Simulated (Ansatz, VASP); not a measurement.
**ZrC: VASP beside Ansatz**

```
CELL_PARAMETERS angstrom
3.31264 0.00000 0.00000
1.65632 2.86883 0.00000
1.65632 0.95628 2.70476
ATOMIC_POSITIONS crystal
Zr 0.50000 0.50000 0.50000
C 0.00000 0.00000 0.00000
```

Alike in both runs: functional PBE; dispersion D4; k mesh 7 × 7 × 7; no spin polarisation.

Ansatz relaxed the structure, and its values are those at the end. VASP's run is a single point on that final structure, the one shown.

```csv
,VASP,Ansatz
version,VASP 6.6.1,Ansatz 0.2.0
potentials or method,"VASP PAW PBE potentials, release 64 (Zr_sv, C), cutoff 520 eV","plane waves, PAW"
occupations,"methfessel-paxton of order 1, width 0.01 eV","cold, width 0.01 eV"
valence electrons in the cell,16,16
```

|  | VASP | Ansatz | Ansatz less VASP |
| --- | --- | --- | --- |
| pressure (GPa) | 0.2 | 0.0 | -0.26 |
